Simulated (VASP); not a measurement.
**NaF (rocksalt type): single point with PBE**

The system is NaF (rocksalt type).

```
Na F
1.0
     0.00000    2.35057    2.35057
     2.35057    0.00000    2.35057
     2.35057    2.35057    0.00000
Na F
1 1
Direct
  0.00000 0.00000 0.00000
  0.50000 0.50000 0.50000
```

```yaml
Program: VASP 6.6.1
Task: single point
Functional: PBE
Potentials_or_basis: VASP PAW PBE potentials, release 64 (Na_pv, F)
Cutoff: 520 eV
k_mesh: 16 × 16 × 16
Occupations: fermi-dirac, width 0.15 eV
Spin: no spin polarisation
Dipole_correction: no
Further_INCAR_settings: ALGO = Normal; EDIFF = 1e-06; NBANDS = 14
```

```yaml
Pressure: -0.2 GPa
Band_gap_on_the_k_mesh: 6.07 eV
```

Levels at points of the mesh, in eV from the valence-band top:
```csv
k point,band 5,band 6,band 7,band 8,band 9,band 10
"(0.00, 0.00, 0.00)",0.00,0.00,0.00,6.07,18.67,18.67
"(0.50, 0.00, 0.00)",-1.50,-0.23,-0.23,10.52,12.10,19.64
"(0.50, 0.50, 0.00)",-1.21,-0.38,-0.38,12.80,13.15,13.18
```

Run time: 25 s on 1 thread of Intel(R) Xeon(R) 6975P-C (Granite Rapids), with other jobs on the host, peak memory 0.17 GiB.

A k mesh can miss the band edges.
